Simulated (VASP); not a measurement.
# BaS (Fm-3m) in VASP: G0W0 quasiparticle levels with PBE

Aim: the G0W0 quasiparticle levels of BaS with PBE.

Program: VASP 6.6.1. These are calculated values, not measurements. Logs are shortened: lines on timing, memory, paths and dates and some standing lists are left out, and cuts for length are marked.

## 1. The cell of the first run

Symmetry: Fm-3m, No. 225, cubic system. The conventional cell has a = 6.424 Å, b = 6.424 Å, c = 6.424 Å, α = 90.00°, β = 90.00°, γ = 90.00°. Ba (site symmetry m-3m) has 6 S at 3.21 Å within 4.2 Å. Within 4.2 Å of S (site symmetry m-3m) lie 6 Ba at 3.21 Å.

## 2. G0W0 quasiparticle levels, PBE

Input file POSCAR:

```
BaS
1.0
    0.0000000000      3.2119099239      3.2119099239
    3.2119099239      0.0000000000      3.2119099239
    3.2119099239      3.2119099239      0.0000000000
Ba S
1 1
Direct
    0.0000000000      0.0000000000      0.0000000000
    0.5000000000      0.5000000000      0.5000000000
```

Input file INCAR.step1:

```
PREC = Accurate ; ENCUT = 500
EDIFF = 1E-8 ; ISMEAR = 0
SIGMA = 0.01 ; LREAL = False
LASPH = True ; NELM = 80
ALGO = Normal ; LWAVE = True
LCHARG = False ; GGA = PE
```

Input file INCAR.step2:

```
PREC = Accurate ; ENCUT = 500
EDIFF = 1E-8 ; ISMEAR = 0
SIGMA = 0.01 ; LREAL = False
LASPH = True ; NELM = 1
ALGO = Exact ; LWAVE = True
LCHARG = False ; GGA = PE
NBANDS = 115 ; LOPTICS = True
ISTART = 1
```

Input file INCAR.step3:

```
PREC = Accurate ; ENCUT = 500
EDIFF = 1E-8 ; ISMEAR = 0
SIGMA = 0.01 ; LREAL = False
LASPH = True ; ALGO = EVGW0
LWAVE = False ; LCHARG = False
GGA = PE ; NELMGW = 1
NBANDS = 115 ; ENCUTGW = 80.0
NOMEGA = 96 ; PRECFOCK = Fast
ISTART = 1 ; NBANDSGW = 16
OMEGAMAX = 30
```

Input file KPOINTS:

```
regular mesh
0
Gamma
  4 4 4
```

Potentials or basis: VASP PAW PBE potentials, release 64 (Ba_sv_GW, S_GW).

Started as:

```console
$ cat potpaw_PBE.64/Ba_sv_GW/POTCAR potpaw_PBE.64/S_GW/POTCAR > POTCAR
$ cp INCAR.step1 INCAR
$ mpirun -np 1 vasp_std > vasp.out
$ cp INCAR.step2 INCAR
$ mpirun -np 1 vasp_std > vasp.out
$ cp INCAR.step3 INCAR
$ mpirun -np 1 vasp_std > vasp.out
```

OUTCAR:

```text
PREC = Accurate
   ENCUT = 500
   EDIFF = 1E-8
   ISMEAR = 0
   LREAL = False
   LASPH = True
   GGA = PE
   NELMGW = 1
   ENCUTGW = 80.0
   PRECFOCK = Fast
   ISTART = 1

 ion  position               nearest neighbor table
   1  0.000  0.000  0.000-
   2  0.500  0.500  0.500-

  LATTYP: Found a face centered cubic cell.
 ALAT       =     6.4238198478

  Lattice vectors:

 A1 = (   0.0000000000,   3.2119099239,   3.2119099239)
 A2 = (   3.2119099239,   0.0000000000,   3.2119099239)
 A3 = (   3.2119099239,   3.2119099239,   0.0000000000)

Analysis of symmetry for initial positions (statically):
=====================================================================
 Subroutine PRICEL returns:
 Original cell was already a primitive cell.

 Routine SETGRP: Setting up the symmetry group for a
 face centered cubic supercell.

 Subroutine GETGRP returns: Found 48 space group operations
 (whereof 48 operations were pure point group operations)
 out of a pool of 48 trial point group operations.

The static configuration has the point symmetry O_h .

Analysis of symmetry for dynamics (positions and initial velocities):
=====================================================================
 Subroutine PRICEL returns:
 Original cell was already a primitive cell.

 Routine SETGRP: Setting up the symmetry group for a
 face centered cubic supercell.

 Subroutine GETGRP returns: Found 48 space group operations
 (whereof 48 operations were pure point group operations)
 out of a pool of 48 trial point group operations.

The dynamic configuration has the point symmetry O_h .

 Subroutine INISYM returns: Found 48 space group operations
 (whereof 48 operations are pure point group operations),
 and found     1 'primitive' translations

----------------------------------------------------------------------------------------

                                     Primitive cell

  volume of cell :      66.2705

  direct lattice vectors                    reciprocal lattice vectors
     0.000000000  3.211909924  3.211909924    -0.155670617  0.155670617  0.155670617
     3.211909924  0.000000000  3.211909924     0.155670617 -0.155670617  0.155670617
     3.211909924  3.211909924  0.000000000     0.155670617  0.155670617 -0.155670617

  length of vectors
     4.542326576  4.542326576  4.542326576     0.269629418  0.269629418  0.269629418

  position of ions in fractional coordinates (direct lattice)
     0.000000000  0.000000000  0.000000000
     0.500000000  0.500000000  0.500000000

  ion indices of the primitive-cell ions
   primitive index   ion index
                 1           1
                 2           2

----------------------------------------------------------------------------------------

 KPOINTS: regular mesh

Automatic generation of k-mesh.
 Grid dimensions read from file:
 generate k-points for:    4    4    4

 Generating k-lattice:

  Cartesian coordinates                     Fractional coordinates (reciprocal lattice)
    -0.038917654  0.038917654  0.038917654     0.250000000  0.000000000  0.000000000
     0.038917654 -0.038917654  0.038917654     0.000000000  0.250000000  0.000000000
     0.038917654  0.038917654 -0.038917654     0.000000000  0.000000000  0.250000000

  Length of vectors
     0.067407355  0.067407355  0.067407355

  Shift w.r.t. Gamma in fractional coordinates (k-lattice)
     0.000000000  0.000000000  0.000000000

 Subroutine IBZKPT returns following result:
 ===========================================

 Found      8 irreducible k-points:

 Following reciprocal coordinates:
            Coordinates               Weight
  0.000000  0.000000  0.000000      1.000000
  0.250000  0.000000  0.000000      8.000000
  0.500000  0.000000  0.000000      4.000000
  0.250000  0.250000  0.000000      6.000000
  0.500000  0.250000  0.000000     24.000000
 -0.250000  0.250000  0.000000     12.000000
  0.500000  0.500000  0.000000      3.000000
 -0.250000  0.500000  0.250000      6.000000
   k-points           NKPTS =      8   k-points in BZ     NKDIM =     64   number of bands    NBANDS=    115
   number of dos      NEDOS =    301   number of ions     NIONS =      2
   total plane-waves  NPLWV =  46656
   dimension x,y,z NGX =    36 NGY =   36 NGZ =   36
   dimension x,y,z NGXF=    72 NGYF=   72 NGZF=   72
   ions per type =               1   1
   NGX,Y,Z   is equivalent  to a cutoff of  13.18, 13.18, 13.18 a.u.
   NGXF,Y,Z  is equivalent  to a cutoff of  26.35, 26.35, 26.35 a.u.
 SYSTEM =  unknown system
   PREC   = accura    normal or accurate (medium, high low for compatibility)
   ISTART =      1    job   : 0-new  1-cont  2-samecut
   ICHARG =      0    charge: 1-file 2-atom 10-const
   ISPIN  =      1    spin polarized calculation?
   LNONCOLLINEAR =      F non collinear calculations
   LSORBIT =      F    spin-orbit coupling
   LASPH  =      T    aspherical Exc in radial PAW
   ENCUT  =  500.0 eV  36.75 Ry    6.06 a.u.   8.28  8.28  8.28*2*pi/ulx,y,z
   NELM   =     60;   NELMIN=  2; NELMDL=  0     # of ELM steps
   EDIFF  = 0.1E-07   stopping-criterion for ELM
   LREAL  =      F    real-space projection
   EDIFFG = 0.1E-06   stopping-criterion for IOM
   NSW    =      0    number of steps for IOM
   IBRION =     -1    ionic relax: 0-MD 1-quasi-New 2-CG
   NFREE  =      0    steps in history (QN), initial steepest desc. (CG)
   ISIF   =      0    stress and relaxation
   ISYM   =      3    0-nonsym 1-usesym 2-fastsym
   POTIM  = 0.5000    time-step for ionic-motion
   TEBEG  =    0.0;   TEEND  =   0.0 temperature during run
   PSTRESS=    0.0 pullay stress
   NELECT =      16.0000    total number of electrons
   NUPDOWN=      -1.0000    fix difference up-down
   EMIN   =  10.00;   EMAX   =-10.00  energy-range for DOS
   EFERMI =   0.00;   METHOD = LEGACY
   ISMEAR =     0;   SIGMA  =   0.01  broadening in eV -4-tet -1-fermi 0-gaus
   EFERMI_NEDOS =   21; number of points for ismear=-14 and -15
   IALGO  =     38    algorithm
   IMIX   =      4    mixing-type and parameters
     AMIX     =   0.40;   BMIX     =  1.00
     AMIX_MAG =   1.60;   BMIX_MAG =  1.00
  volume/ion in A,a.u.               =      33.14       223.61
  Fermi-wavevector in a.u.,A,eV,Ry     =   1.019393  1.926373 14.138647  1.039161
  Thomas-Fermi vector in A             =   2.152904
   LORBIT       =      0    0 simple, 1 ext, 2 COOP (PROOUT), +10 PAW based schemes
   GGA     = PE    functional components
   LHFCALC =     T    Hartree Fock is set to
   PRECFOCK=fast      Normal, Fast or Accurate (Low or Medium for compatibility)
   ENCUT4O =  -1.0   cutoff for four orbital integrals eV
   NKREDX  =     1    reduce k-point grid by
   NKREDY  =     1    reduce k-point grid by
   NKREDZ  =     1    reduce k-point grid by
   AEXX    =    1.0000 exact exchange contribution
   HFSCREEN=    0.0000 screening length (either q_TF or 0.3 A-1)
   HFSCREENC=   0.0000 screening length for correlation (either q_TF or 0.3 A-1)
   ENCUTFOCK=  -1.0 apply spherical cutoff to Coloumb kernel
   IVDW    =     0    specifies the selected vdW correction
   LEPSILON=     F    determine dielectric tensor
   LRPA    =     F    only Hartree local field effects (RPA)
   LRPAFORCE           =     F    calculate RPA forces
   ENCUTGW             =  80.0    cutoff for response function in eV
   ENCUTGWSOFT         =  64.0    soft cutoff for Coulomb kernel in GW response function in eV
   ENCUTLF             =  -1.0    cutoff for local field effects
   NELMGW              =     1    number of iterations in solving QP/BSE equation
   NELMHF              =     1    number of iterations in the inner HF iteration
   NKREDLFX            =     1    NKREDLFY  =   1   NKREDLFZ  =   1
 non-spin polarized calculation
 Gauss-broadening in eV      SIGMA  =   0.01
  energy-cutoff  :      500.00
  volume of cell :       66.27
 maximum number of plane-waves:      1700
 NGX is ok and might be reduce to    36
  NGX = 18; NGY = 18; NGZ = 18
   NGX = 17   NGY = 17   NGZ = 17
 maximum number of plane-waves:       113
 NGX is ok and might be reduce to    14

 QP shifts <psi_nk| G(iteration)W_0 |psi_nk>: iteration 1
 for sc-GW calculations column KS-energies equals QP-energies in previous step
 and V_xc(KS)=  KS-energies - (<T + V_ion + V_H > + <T+V_H+V_ion>^1  + <V_x>^1)

 k-point   1 :       0.0000    0.0000    0.0000
  band No.  KS-energies  QP-energies   sigma(KS)   V_xc(KS)     V^pw_x(r,r')   Z            occupation Imag(sigma)

      1     -23.0974     -23.5605     -15.9171     -15.1534     -24.3933       0.6064       2.0000       1.0591
      2      -8.1593      -9.4311     -15.5907     -13.9336     -19.0188       0.7675       2.0000       0.2194
      3      -8.1593      -9.4311     -15.5907     -13.9336     -19.0188       0.7675       2.0000       0.2194
      4      -8.1593      -9.4311     -15.5907     -13.9336     -19.0188       0.7675       2.0000       0.2194
      5      -7.3579      -7.9112     -14.1436     -13.3348     -21.0094       0.6840       2.0000       1.0962
      6       2.9100       2.2158     -13.5263     -12.5995     -15.6315       0.7490       2.0000       0.0895
[... 8 lines left out ...]
     15      10.3554      11.9027      -6.7128      -8.7146      -1.7906       0.7730       0.0000      -0.2225
     16      12.8210      17.5410      -8.3959     -14.8083      -2.1958       0.7361       0.0000      -0.1748

 k-point   2 :       0.2500    0.0000    0.0000
  band No.  KS-energies  QP-energies   sigma(KS)   V_xc(KS)     V^pw_x(r,r')   Z            occupation Imag(sigma)

      1     -23.0769     -23.5322     -15.9246     -15.1758     -24.4022       0.6080       2.0000       1.0524
      2      -8.8483      -9.8633     -14.7626     -13.2999     -19.4843       0.6939       2.0000       0.4722
      3      -8.1777      -9.4493     -15.5689     -13.9096     -18.9871       0.7664       2.0000       0.2138
      4      -8.1777      -9.4493     -15.5689     -13.9096     -18.9871       0.7664       2.0000       0.2138
      5      -6.6253      -7.2897     -14.9392     -14.0171     -20.5458       0.7206       2.0000       0.7787
      6       1.8320       1.0033     -12.3496     -11.2328     -14.5101       0.7420       2.0000       0.1093
[... 8 lines left out ...]
     15      11.6340      14.4220      -7.7863     -11.4630      -2.3673       0.7583       0.0000      -0.2190
     16      12.3665      16.1869      -8.4545     -13.6034      -2.6324       0.7420       0.0000      -0.1883

 k-point   3 :       0.5000    0.0000    0.0000
  band No.  KS-energies  QP-energies   sigma(KS)   V_xc(KS)     V^pw_x(r,r')   Z            occupation Imag(sigma)

      1     -23.0563     -23.5044     -15.9318     -15.1985     -24.4112       0.6112       2.0000       1.0455
      2      -9.2403     -10.1888     -14.4935     -13.0700     -19.5014       0.6663       2.0000       0.4986
      3      -8.1957      -9.4675     -15.5488     -13.8865     -18.9562       0.7650       2.0000       0.2080
      4      -8.1957      -9.4675     -15.5488     -13.8865     -18.9562       0.7650       2.0000       0.2080
      5      -6.1846      -6.8148     -15.1845     -14.3102     -20.5366       0.7208       2.0000       0.6983
      6       1.0868       0.1720     -11.8752     -10.6215     -14.2724       0.7297       2.0000       0.1403
[... 8 lines left out ...]
     15      11.8045      12.9614     -10.6297     -12.1875      -6.0799       0.7426       0.0000      -0.1978
     16      11.8045      12.9614     -10.6297     -12.1875      -6.0799       0.7426       0.0000      -0.1978

 k-point   4 :       0.2500    0.2500    0.0000
  band No.  KS-energies  QP-energies   sigma(KS)   V_xc(KS)     V^pw_x(r,r')   Z            occupation Imag(sigma)

      1     -23.0705     -23.5253     -15.9296     -15.1827     -24.4051       0.6091       2.0000       1.0538
      2      -8.7192      -9.7800     -14.8675     -13.3665     -19.3850       0.7068       2.0000       0.4405
      3      -8.2502      -9.5295     -15.5070     -13.8315     -18.9665       0.7636       2.0000       0.2335
      4      -8.2502      -9.5295     -15.5070     -13.8315     -18.9665       0.7636       2.0000       0.2335
      5      -6.7950      -7.4441     -14.8108     -13.9043     -20.6170       0.7160       2.0000       0.8298
      6       1.7080       0.8691     -12.5946     -11.4553     -14.9280       0.7364       2.0000       0.1185
[... 8 lines left out ...]
     15      11.8562      15.0545      -7.7820     -12.0155      -2.1925       0.7555       0.0000      -0.2142
     16      12.4223      16.0968      -8.5108     -13.4485      -2.7927       0.7442       0.0000      -0.1925
[... 24 lines left out ...]
      1     -23.0567     -23.5066     -15.9345     -15.1980     -24.4112       0.6109       2.0000       1.0493
      2      -8.9975      -9.9860     -14.6656     -13.2109     -19.4795       0.6796       2.0000       0.4771
      3      -8.3668      -9.6555     -15.3906     -13.6905     -18.8918       0.7580       2.0000       0.2534
      4      -8.1971      -9.4687     -15.5479     -13.8842     -18.9589       0.7643       2.0000       0.2098
      5      -6.4492      -7.0909     -15.0396     -14.1483     -20.5633       0.7199       2.0000       0.7479
      6       1.4347       0.5593     -12.2617     -11.0689     -14.6170       0.7339       2.0000       0.1277
[... 8 lines left out ...]
     15      12.0635      14.0186      -9.1107     -11.7101      -4.1036       0.7521       0.0000      -0.2281
     16      12.2187      15.5832      -8.3961     -12.9026      -2.7722       0.7466       0.0000      -0.2013

 k-point   7 :       0.5000    0.5000    0.0000
  band No.  KS-energies  QP-energies   sigma(KS)   V_xc(KS)     V^pw_x(r,r')   Z            occupation Imag(sigma)

      1     -23.0441     -23.4977     -15.9469     -15.2118     -24.4174       0.6170       2.0000       1.0558
      2      -8.6159      -9.9475     -15.1561     -13.4001     -18.7580       0.7583       2.0000       0.2981
      3      -8.3398      -9.6274     -15.4286     -13.7339     -18.9229       0.7597       2.0000       0.2482
      4      -8.3398      -9.6274     -15.4286     -13.7339     -18.9229       0.7597       2.0000       0.2482
      5      -7.2674      -7.7972     -14.2376     -13.4738     -21.1076       0.6937       2.0000       1.0886
      6       2.4401       1.6392     -13.1984     -12.1269     -15.4429       0.7475       2.0000       0.0965
[... 8 lines left out ...]
     15      10.7680      12.1704      -7.9192      -9.7616      -3.1108       0.7612       0.0000      -0.2388
     16      11.9607      15.6780      -8.0840     -13.0575      -2.2503       0.7474       0.0000      -0.1868

 k-point   8 :      -0.2500    0.5000    0.2500
  band No.  KS-energies  QP-energies   sigma(KS)   V_xc(KS)     V^pw_x(r,r')   Z            occupation Imag(sigma)

      1     -23.0437     -23.4958     -15.9445     -15.2124     -24.4174       0.6176       2.0000       1.0522
      2      -8.6611      -9.7150     -14.9462     -13.4545     -19.4330       0.7065       2.0000       0.4289
      3      -8.4804      -9.7900     -15.2844     -13.5590     -18.8310       0.7590       2.0000       0.2736
      4      -8.4804      -9.7900     -15.2844     -13.5590     -18.8310       0.7590       2.0000       0.2736
      5      -6.7611      -7.3962     -14.8407     -13.9530     -20.6572       0.7155       2.0000       0.8250
      6       1.8757       1.0615     -12.7987     -11.6947     -15.1079       0.7375       2.0000       0.1142
[... 8 lines left out ...]
     15      11.8485      14.9897      -8.0688     -12.2464      -2.4655       0.7519       0.0000      -0.2128
     16      12.1489      14.0856      -9.6488     -12.2520      -4.6345       0.7440       0.0000      -0.2248
```

It took 6.9 min on 1 thread of Intel Xeon Platinum 8375C at 2.90GHz (Ice Lake), shared host; peak memory 0.84 GiB.

Results:

```yaml
Quasiparticle_gap: 3.32 eV
Least_direct_quasiparticle_gap: 3.46 eV
Band_gap_of_the_starting_levels_on_the_mesh: 2.23 eV
Least_direct_gap_of_the_starting_levels_on_the_mesh: 2.34 eV
```

Caveat: the k points lie up to 0.42 Å⁻¹ apart; bands, screening cutoff and mesh are small and nothing is extrapolated, so the quasiparticle values aren't converged; spin-orbit coupling is left out, which moves the levels of the heavy elements.
